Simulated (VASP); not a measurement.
# BN (P1) in VASP: G0W0 quasiparticle levels with LDA

Aim: the G0W0 quasiparticle levels of BN with LDA.

Program: VASP 6.6.1. These are calculated values, not measurements. Logs are shortened: lines on timing, memory, paths and dates and some standing lists are left out, and cuts for length are marked.

## 1. The cell of the first run

The typed cell holds 2 atoms: a = 2.508 Å, b = 2.508 Å, c = 3.274 Å, α = 101.11°, β = 101.11°, γ = 119.81°.

## 2. G0W0 quasiparticle levels, LDA

POSCAR reads:

```
BN
1.0
    2.5080410000      0.0000000000      0.0000000000
   -1.2467110000      2.1762310000      0.0000000000
   -0.6306650000     -1.0881160000      3.0225400000
B N
1 1
Direct
    0.9796430000      0.9834990000      0.0018060000
    0.6685060000      0.3323850000      0.9849990000
```

INCAR.step1 reads:

```
SYSTEM = BN
ALGO = Normal
EDIFF = 1E-8
ENCUT = 500
ISMEAR = 0
LASPH = .TRUE.
LCHARG = .FALSE.
LREAL = .FALSE.
LWAVE = .TRUE.
NELM = 60
PREC = Accurate
SIGMA = 0.01
```

INCAR.step2 reads:

```
SYSTEM = BN
ALGO = Exact
EDIFF = 1E-8
ENCUT = 500
ISMEAR = 0
ISTART = 1
LASPH = .TRUE.
LCHARG = .FALSE.
LOPTICS = .TRUE.
LREAL = .FALSE.
LWAVE = .TRUE.
NBANDS = 84
NELM = 1
PREC = Accurate
SIGMA = 0.01
```

INCAR.step3 reads:

```
SYSTEM = BN
ALGO = EVGW0
EDIFF = 1E-8
ENCUT = 500
ENCUTGW = 100.0
ISMEAR = 0
ISTART = 1
LASPH = .TRUE.
LCHARG = .FALSE.
LREAL = .FALSE.
LWAVE = .FALSE.
NBANDS = 84
NBANDSGW = 12
NELMGW = 1
NOMEGA = 48
PREC = Accurate
PRECFOCK = Fast
SIGMA = 0.01
```

KPOINTS reads:

```
k-points
0
G
  6 6 4
  0 0 0
```

Potentials or basis: VASP PAW LDA potentials, release 64 (B_GW, N_GW).

Launch:

```sh
> cat potpaw_LDA.64/B_GW/POTCAR potpaw_LDA.64/N_GW/POTCAR > POTCAR
> cp INCAR.step1 INCAR
> mpirun -np 1 vasp_std > vasp.out
> cp INCAR.step2 INCAR
> mpirun -np 1 vasp_std > vasp.out
> cp INCAR.step3 INCAR
> mpirun -np 1 vasp_std > vasp.out
```

OUTCAR:

```text
SYSTEM = BN
   EDIFF = 1E-8
   ENCUT = 500
   ENCUTGW = 100.0
   ISMEAR = 0
   ISTART = 1
   LASPH = .TRUE.
   LREAL = .FALSE.
   NELMGW = 1
   PREC = Accurate
   PRECFOCK = Fast

 ion  position               nearest neighbor table
   1  0.980  0.983  0.002-   2 1.40   2 1.43   2 1.52
   2  0.669  0.332  0.985-   1 1.40   1 1.43   1 1.52

  LATTYP: Found a face centered orthorhombic cell.
 ALAT       =     2.5153398844
 B/A-ratio  =     1.7253462546
 C/A-ratio  =     2.4032855509

  Lattice vectors:

 A1 = (  -1.8773760000,   1.0881150000,   3.0225400000)
 A2 = (   0.6306650000,   1.0881150000,   3.0225400000)
 A3 = (  -1.2467110000,   2.1762310000,   0.0000000000)

Analysis of symmetry for initial positions (statically):
=====================================================================
 Subroutine PRICEL returns:
 Original cell was already a primitive cell.

 Routine SETGRP: Setting up the symmetry group for a
 face centered orthorhombic supercell.

 Subroutine GETGRP returns: Found  1 space group operations
 (whereof  1 operations were pure point group operations)
 out of a pool of  8 trial point group operations.

The static configuration has the point symmetry C_1 .

Analysis of symmetry for dynamics (positions and initial velocities):
=====================================================================
 Subroutine PRICEL returns:
 Original cell was already a primitive cell.

 Routine SETGRP: Setting up the symmetry group for a
 face centered orthorhombic supercell.

 Subroutine GETGRP returns: Found  1 space group operations
 (whereof  1 operations were pure point group operations)
 out of a pool of  8 trial point group operations.

The dynamic configuration has the point symmetry C_1 .

 Subroutine INISYM returns: Found  1 space group operations
 (whereof  1 operations are pure point group operations),
 and found     1 'primitive' translations

----------------------------------------------------------------------------------------

                                     Primitive cell

  volume of cell :      16.4973

  direct lattice vectors                    reciprocal lattice vectors
     2.508041000  0.000000000  0.000000000     0.398717565  0.228415813  0.165423820
    -1.246711000  2.176231000  0.000000000     0.000000000  0.459510043  0.165423859
    -0.630665000 -1.088116000  3.022540000     0.000000000  0.000000000  0.330847565

  length of vectors
     2.508041000  2.508041005  3.273756684     0.488379484  0.488379496  0.330847565

  position of ions in fractional coordinates (direct lattice)
     0.979643000  0.983499000  0.001806000
     0.668506000  0.332385000  0.984999000

  ion indices of the primitive-cell ions
   primitive index   ion index
                 1           1
                 2           2

----------------------------------------------------------------------------------------

 KPOINTS: k-points

Automatic generation of k-mesh.
 Grid dimensions read from file:
 generate k-points for:    6    6    4

 Generating k-lattice:

  Cartesian coordinates                     Fractional coordinates (reciprocal lattice)
     0.066452927  0.038069302  0.027570637     0.166666667  0.000000000  0.000000000
     0.000000000  0.076585007  0.027570643     0.000000000  0.166666667 -0.000000000
     0.000000000  0.000000000  0.082711891     0.000000000  0.000000000  0.250000000

  Length of vectors
     0.081396581  0.081396583  0.082711891

  Shift w.r.t. Gamma in fractional coordinates (k-lattice)
     0.000000000  0.000000000  0.000000000

 -----------------------------------------------------------------------------
|                                                                             |
|           W    W    AA    RRRRR   N    N  II  N    N   GGGG   !!!           |
|           W    W   A  A   R    R  NN   N  II  NN   N  G    G  !!!           |
|           W    W  A    A  R    R  N N  N  II  N N  N  G       !!!           |
|           W WW W  AAAAAA  RRRRR   N  N N  II  N  N N  G  GGG   !            |
|           WW  WW  A    A  R   R   N   NN  II  N   NN  G    G                |
|           W    W  A    A  R    R  N    N  II  N    N   GGGG   !!!           |
|                                                                             |
|     Your reciprocal lattice and k-lattice belong to different lattice       |
|     classes:                                                                |
|                                                                             |
|        The reciprocal lattice is body-centered orthorhombic,                |
|        whereas your k-lattice is base-centered monoclinic.                  |
|                                                                             |
|     Results are often still useful ...                                      |
|                                                                             |
 -----------------------------------------------------------------------------

 WARNING: IBZKPT: internal override: KBLOWUP is changed to .FALSE.
      ... skipping the blow-up phase ...

 Subroutine IBZKPT returns following result:
 ===========================================

 Found     76 irreducible k-points:

 Following reciprocal coordinates:
            Coordinates               Weight
  0.000000  0.000000  0.000000      1.000000
  0.166667 -0.000000  0.000000      2.000000
  0.333333 -0.000000  0.000000      2.000000
  0.500000 -0.000000  0.000000      1.000000
  0.000000  0.166667  0.000000      2.000000
  0.166667  0.166667  0.000000      2.000000
[... 16 lines left out ...]
  0.333333 -0.000000  0.250000      2.000000
  0.500000 -0.000000  0.250000      2.000000
 [... further k-points ...]
   k-points           NKPTS =     76   k-points in BZ     NKDIM =    144   number of bands    NBANDS=     84
   number of dos      NEDOS =    301   number of ions     NIONS =      2
   total plane-waves  NPLWV =   7776
   dimension x,y,z NGX =    18 NGY =   18 NGZ =   24
   dimension x,y,z NGXF=    36 NGYF=   36 NGZF=   48
   ions per type =               1   1
   NGX,Y,Z   is equivalent  to a cutoff of  11.93, 11.93, 12.19 a.u.
   NGXF,Y,Z  is equivalent  to a cutoff of  23.86, 23.86, 24.38 a.u.
 SYSTEM =  BN
   PREC   = accura    normal or accurate (medium, high low for compatibility)
   ISTART =      1    job   : 0-new  1-cont  2-samecut
   ICHARG =      0    charge: 1-file 2-atom 10-const
   ISPIN  =      1    spin polarized calculation?
   LNONCOLLINEAR =      F non collinear calculations
   LSORBIT =      F    spin-orbit coupling
   LASPH  =      T    aspherical Exc in radial PAW
   ENCUT  =  500.0 eV  36.75 Ry    6.06 a.u.   4.57  4.57  5.97*2*pi/ulx,y,z
   NELM   =     60;   NELMIN=  2; NELMDL=  0     # of ELM steps
   EDIFF  = 0.1E-07   stopping-criterion for ELM
   LREAL  =      F    real-space projection
   EDIFFG = 0.1E-06   stopping-criterion for IOM
   NSW    =      0    number of steps for IOM
   IBRION =     -1    ionic relax: 0-MD 1-quasi-New 2-CG
   NFREE  =      0    steps in history (QN), initial steepest desc. (CG)
   ISIF   =      0    stress and relaxation
   ISYM   =      3    0-nonsym 1-usesym 2-fastsym
   POTIM  = 0.5000    time-step for ionic-motion
   TEBEG  =    0.0;   TEEND  =   0.0 temperature during run
   PSTRESS=    0.0 pullay stress
   NELECT =       8.0000    total number of electrons
   NUPDOWN=      -1.0000    fix difference up-down
   EMIN   =  10.00;   EMAX   =-10.00  energy-range for DOS
   EFERMI =   0.00;   METHOD = LEGACY
   ISMEAR =     0;   SIGMA  =   0.01  broadening in eV -4-tet -1-fermi 0-gaus
   EFERMI_NEDOS =   21; number of points for ismear=-14 and -15
   IALGO  =     38    algorithm
   IMIX   =      4    mixing-type and parameters
     AMIX     =   0.40;   BMIX     =  1.00
     AMIX_MAG =   1.60;   BMIX_MAG =  1.00
  volume/ion in A,a.u.               =       8.25        55.66
  Fermi-wavevector in a.u.,A,eV,Ry     =   1.286178  2.430523 22.507475  1.654253
  Thomas-Fermi vector in A             =   2.418268
   LORBIT       =      0    0 simple, 1 ext, 2 COOP (PROOUT), +10 PAW based schemes
   GGA     = CA    functional components
   LHFCALC =     T    Hartree Fock is set to
   PRECFOCK=fast      Normal, Fast or Accurate (Low or Medium for compatibility)
   ENCUT4O =  -1.0   cutoff for four orbital integrals eV
   NKREDX  =     1    reduce k-point grid by
   NKREDY  =     1    reduce k-point grid by
   NKREDZ  =     1    reduce k-point grid by
   AEXX    =    1.0000 exact exchange contribution
   HFSCREEN=    0.0000 screening length (either q_TF or 0.3 A-1)
   HFSCREENC=   0.0000 screening length for correlation (either q_TF or 0.3 A-1)
   ENCUTFOCK=  -1.0 apply spherical cutoff to Coloumb kernel
   IVDW    =     0    specifies the selected vdW correction
   LEPSILON=     F    determine dielectric tensor
   LRPA    =     F    only Hartree local field effects (RPA)
   LRPAFORCE           =     F    calculate RPA forces
   ENCUTGW             = 100.0    cutoff for response function in eV
   ENCUTGWSOFT         =  80.0    soft cutoff for Coulomb kernel in GW response function in eV
   ENCUTLF             =  -1.0    cutoff for local field effects
   NELMGW              =     1    number of iterations in solving QP/BSE equation
   NELMHF              =     1    number of iterations in the inner HF iteration
   NKREDLFX            =     1    NKREDLFY  =   1   NKREDLFZ  =   1
 non-spin polarized calculation
 Gauss-broadening in eV      SIGMA  =   0.01
  energy-cutoff  :      500.00
  volume of cell :       16.50
 maximum number of plane-waves:       432
  NGX = 12; NGY = 12; NGZ = 16
   NGX =  9   NGY =  9   NGZ = 11
 maximum number of plane-waves:        42
 NGX is ok and might be reduce to    10

 QP shifts <psi_nk| G(iteration)W_0 |psi_nk>: iteration 1
 for sc-GW calculations column KS-energies equals QP-energies in previous step
 and V_xc(KS)=  KS-energies - (<T + V_ion + V_H > + <T+V_H+V_ion>^1  + <V_x>^1)

 k-point   1 :       0.0000    0.0000    0.0000
  band No.  KS-energies  QP-energies   sigma(KS)   V_xc(KS)     V^pw_x(r,r')   Z            occupation Imag(sigma)

      1     -14.7124     -16.3555     -18.0006     -15.6982     -26.3682       0.7137       2.0000       1.3183
      2      -0.4462      -1.2397     -16.0971     -15.0375     -19.6435       0.7489       2.0000       0.1975
      3       0.8796       0.1829     -19.2178     -18.3308     -22.8776       0.7854       2.0000       0.1340
      4       2.5031       1.9040     -19.0464     -18.2937     -22.2449       0.7959       2.0000       0.1207
      5       8.6109       9.3115      -9.5931     -10.4455      -5.3667       0.8220       0.0000      -0.1013
      6      13.4329      15.2797     -12.2563     -14.5636      -7.2779       0.8004       0.0000      -0.1166
      7      15.5428      17.3652     -12.2414     -14.5209      -7.0957       0.7995       0.0000      -0.1378
      8      16.1015      17.7909     -12.9337     -15.1603      -5.9099       0.7588       0.0000      -0.6947
      9      18.2662      19.5022     -12.2701     -13.8523      -6.3116       0.7812       0.0000      -0.2856
     10      28.3971      29.3863      -9.4582     -10.6992      -2.6759       0.7970       0.0000      -0.9798
     11      30.3998      31.5054      -9.3236     -10.6788      -3.3185       0.8158       0.0000      -0.9167
     12      31.2221      32.2783      -8.5980      -9.8917      -2.3853       0.8164       0.0000      -0.9542

 k-point   2 :       0.1667   -0.0000    0.0000
  band No.  KS-energies  QP-energies   sigma(KS)   V_xc(KS)     V^pw_x(r,r')   Z            occupation Imag(sigma)
[... 353 lines left out ...]
      1     -11.2457     -12.8764     -19.2678     -17.1088     -26.8289       0.7553       2.0000       0.9645
      2      -5.6780      -6.8961     -16.9751     -15.3199     -22.0839       0.7359       2.0000       0.3956
      3      -1.5110      -2.3759     -18.6068     -17.4806     -22.7775       0.7680       2.0000       0.1676
      4       1.5885       0.9196     -15.9958     -15.1297     -18.7531       0.7723       2.0000       0.1307
      5       8.5468       9.6588     -11.1220     -12.5222      -6.6249       0.7942       0.0000      -0.1152
      6      12.5244      13.6415     -11.5323     -12.9307      -6.5329       0.7988       0.0000      -0.1357
      7      16.4749      17.5817      -9.9048     -11.2933      -4.6921       0.7971       0.0000      -0.2322
      8      19.6316      20.8401      -9.4333     -10.9508      -3.3158       0.7963       0.0000      -0.5357
      9      24.2865      26.3212     -12.9497     -15.5304      -5.7878       0.7884       0.0000      -0.7961
     10      24.9596      27.1433     -12.8954     -15.6907      -5.7803       0.7812       0.0000      -0.7097
     11      26.6272      28.0400     -10.0852     -11.7997      -3.9554       0.8240       0.0000      -0.7468
     12      31.2787      32.9098     -10.3122     -12.3543      -3.3935       0.7988       0.0000      -0.9272

 [... further k-points ...]
```

Run time: 5.1 min. Hardware: 1 thread of Intel Xeon 6975P-C (Granite Rapids), shared host; peak memory 0.43 GiB.

What came out:

```yaml
Quasiparticle_gap: 4.12 eV
Least_direct_quasiparticle_gap: 5.92 eV
Band_gap_of_the_starting_levels_on_the_mesh: 2.79 eV
Least_direct_gap_of_the_starting_levels_on_the_mesh: 4.38 eV
```

Caveat: the k points lie up to 0.52 Å⁻¹ apart; bands, screening cutoff and mesh are small and nothing is extrapolated, so the quasiparticle values aren't converged.
